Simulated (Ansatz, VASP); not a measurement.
**NaLi2 in VASP and in Ansatz**

File INCAR:

```
SYSTEM = NaLi2
PREC = Accurate ; ENCUT = 520
EDIFF = 1E-6 ; ISMEAR = 0
SIGMA = 0.1 ; LREAL = .FALSE.
LASPH = .TRUE. ; NELM = 80
ALGO = Fast ; ISIF = 2
LWAVE = .FALSE. ; LCHARG = .TRUE.
GGA = PE ; LELF = .TRUE.
LVHAR = .TRUE. ; NBANDS = 22
```

KPOINTS

```
Automatic mesh
0
G
  6 6 1
  0 0 0
```

File POSCAR:

```
NaLi2
1.0
    3.4442912900      0.0000000000      0.0000000000
   -1.7221456500      2.9828437600      0.0000000000
    0.0000000000      0.0000000000     15.5587719300
Na Li
2 4
Direct
    0.6666666700      0.3333333300      0.3235049500
    0.6666666700      0.3333333300      0.6764950500
    0.0000000000      0.0000000000      0.8529901000
    0.3333333300      0.6666666700      0.0000000000
    0.0000000000      0.0000000000      0.1470099000
    0.0000000000      0.0000000000      0.5000000000
```

Input for Ansatz:

```yaml
crystal:
  lattice:
    - [3.44429129, 0.0, 0.0]
    - [-1.72214565, 2.98284376, 0.0]
    - [0.0, 0.0, 15.55877193]
  atoms:
    - { symbol: Na, position: [0.66666667, 0.33333333, 0.32350495] }
    - { symbol: Na, position: [0.66666667, 0.33333333, 0.67649505] }
    - { symbol: Li, position: [0.0, 0.0, 0.8529901] }
    - { symbol: Li, position: [0.33333333, 0.66666667, 0.0] }
    - { symbol: Li, position: [0.0, 0.0, 0.1470099] }
    - { symbol: Li, position: [0.0, 0.0, 0.5] }
basis:
  ecutwfc: 420
kpoints:
  mp_grid: { grid: [6, 6, 1] }
hamiltonian:
  xc: pbe
scf:
  occupations: { method: gaussian, width: 0.1 }
  lower_state_search: "off"
output:
  forces: true
  stress: true
  eigenvalues: true
```

Alike in both runs: task single point; functional PBE; k mesh 6 × 6 × 1; occupations gaussian, width 0.1 eV; no spin polarisation.

|  | VASP | Ansatz |
| --- | --- | --- |
| version | VASP 6.6.1 | Ansatz 0.2.0 |
| potentials or method | VASP PAW PBE potentials, release 64 (Na_pv, Li_sv), cutoff 520 eV | scalar-relativistic, plane waves, PAW |
| valence electrons in the cell | 26 | 30 |

```tsv
	VASP	Ansatz	Ansatz less VASP
gap on the k mesh at the Fermi level (eV)	none	none	-
rms of the force components (eV/Å)	0.017	0.017	+0.0002
```

Atom by atom the forces differ by 0.001 eV/Å (rms over components). A gap of «none» marks a metal or a gap that the smearing closes. The functional is the same, so the differences come from potentials, cutoffs and numerics. VASP's potentials hold 26 valence electrons a cell and Ansatz's 30, so a difference there can come from the potentials and not from the codes.

The k mesh is coarse, so the values compare programs but aren't converged. Noted on VASP's run: the cutoff is short for stress, so the pressure is rough.
